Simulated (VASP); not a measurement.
A run of VASP 6.6.1 is set up as follows.

The input INCAR:

```
  ALGO = Normal
  EDIFF = 1E-7
  ENCUT = 520
  GGA = CA
  ISIF = 2
  ISMEAR = -1
  LASPH = T
  LCHARG = F
  LREAL = Auto
  LWAVE = F
  NBANDS = 42
  NELM = 100
  PREC = Accurate
  SIGMA = 0.05
```

KPOINTS

```
k-points
0
Gamma
  1 1 1
```

File POSCAR:

```
ZnH8Cl2O4
1.0
    6.2299620000      0.0000000000      0.0000000000
    0.0000000000      6.2299620000      0.0000000000
    0.0000000000      0.0000000000      6.2299620000
O H Zn Cl
4 8 1 2
Direct
    0.6022027101      0.2389902218      0.2462454827
    0.2948332590      0.0565011472      0.5593453058
    0.1673846486      0.6645144866      0.3950585894
    1.0599743626      0.3643681936      0.1082189586
    0.6218015455      0.3568882122      0.1481710482
    0.5206933846      0.1381549358      0.1443186973
    0.1948968549      0.0254094648      0.4391680078
    0.2702424188     -0.0115891558      0.7206464502
    0.1680909129      0.7937127064      0.3143999915
    0.0751368949      0.5760869809      0.3004191679
    1.0561059602      0.4333894813     -0.0301125432
    1.1557855409      0.2425696979      0.1445113148
    0.4815759711      0.3015427702      0.5242247063
    0.3714950428      0.9055592955      0.0283147794
    0.5152037845      0.4830045512      0.7891059368
```

Potentials or basis: VASP PAW LDA potentials, release 64 (O, H, Zn, Cl).

The run is started by

```sh
$ cat potpaw_LDA.64/O/POTCAR potpaw_LDA.64/H/POTCAR potpaw_LDA.64/Zn/POTCAR potpaw_LDA.64/Cl/POTCAR > POTCAR
$ mpirun -np 1 vasp_gam > vasp.out
```

(1) Estimate the pressure.

(2) Predict the largest force.

## Answers

(1) -0.3 GPa.

(2) 2.098 eV/Å.

Caveat: the k points lie up to 1.01 Å⁻¹ apart.
